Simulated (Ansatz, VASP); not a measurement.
SiO2: VASP beside Ansatz

```
Si O
1.0
     6.75618    0.00000    0.00000
     0.00000    6.75618    0.00000
     0.00000    0.00000    6.75618
Si O
8 16
Direct
  0.30203 0.30203 0.30203
  0.19797 0.69797 0.80203
  0.80203 0.19797 0.69797
  0.69797 0.80203 0.19797
  0.02986 0.02986 0.02986
  0.47014 0.97014 0.52986
  0.52986 0.47014 0.97014
  0.97014 0.52986 0.47014
  0.16546 0.16546 0.16546
  0.33454 0.83454 0.66546
  0.66546 0.33454 0.83454
  0.83454 0.66546 0.33454
  0.63411 0.68233 0.00234
  0.86589 0.31767 0.50234
  0.13411 0.81767 0.99766
  0.36589 0.18233 0.49766
  0.00234 0.63411 0.68233
  0.50234 0.86589 0.31767
  0.99766 0.13411 0.81767
  0.49766 0.36589 0.18233
  0.68233 0.00234 0.63411
  0.31767 0.50234 0.86589
  0.81767 0.99766 0.13411
  0.18233 0.49766 0.36589
```

Alike in both runs: functional LDA; k mesh 4 × 4 × 4; occupations gaussian, width 0.02 eV; no spin polarisation.

Ansatz relaxed the structure, and its values are those at the end. VASP's run is a single point on that final structure, the one shown.

|  | VASP | Ansatz |
| --- | --- | --- |
| version | VASP 6.6.1 | Ansatz 0.2.0 |
| potentials or method | VASP PAW LDA potentials, release 64 (Si, O), cutoff 520 eV | scalar-relativistic, plane waves, PAW |
| valence electrons in the cell | 128 | 128 |

|  | VASP | Ansatz | Ansatz less VASP |
| --- | --- | --- | --- |
| gap on the k mesh at the Fermi level (eV) | 5.94 | 5.94 | +0.002 |
| least direct gap on the mesh (eV) | 5.95 | 5.95 | +0.003 |
| pressure (GPa) | 2.8 | 2.2 | -0.69 |
| rms of the force components (eV/Å) | 0.022 | 0.005 | -0.0166 |

LDA's correlation is that of Perdew and Zunger in VASP and of Perdew and Wang (1992) in Ansatz. Ansatz's warnings: stress scf threshold loose.
